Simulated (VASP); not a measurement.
LiAu6, 7 atoms in the cell. Symmetry: F-43m, No. 216, cubic system. Conventional cell: a = 9.652 Å, b = 9.652 Å, c = 9.652 Å, α = 90.00°, β = 90.00°, γ = 90.00°. Li (site symmetry -43m) has 20 Au at 4.10 to 4.18 Å within 5.4 Å. Within 3.3 Å of Au (site symmetry 3m) lie 4 Au at 2.53 to 2.69 Å. Au (site symmetry -43m) has 18 Au at 3.95 to 4.83 Å and 4 Li at 4.18 Å within 5.2 Å. Au (site symmetry -43m) has 4 Au at 2.53 Å within 3.3 Å. The cell was built from a structure type or drawn by symmetry, and may not be a known phase.

```yaml
Program: VASP 6.6.1
Task: single point
Functional: PBE
Potentials_or_basis: VASP PAW PBE potentials, release 64 (Li_sv, Au)
Cutoff: 520 eV
k_mesh: 4 × 4 × 4
Occupations: gaussian, width 0.1 eV
Spin: no spin polarisation
Dipole_correction: no
Further_INCAR_settings: ALGO = Normal; EDIFF = 1e-06; NBANDS = 44
```

Potentials or basis: VASP PAW PBE potentials, release 64 (Li_sv, Au).

Launch:

```console
$ cat potpaw_PBE.64/Li_sv/POTCAR potpaw_PBE.64/Au/POTCAR > POTCAR
$ mpirun -np 1 vasp_std > vasp.out
```

Hardware: 1 thread of Intel Xeon 8259CL (shared host).

Q: How long does it take, and how much memory?

A: Wall time 2.9 min on 1 thread of Intel Xeon 8259CL (shared host), peak memory 0.4 GiB. Counts: scf iterations 14, k points 8.
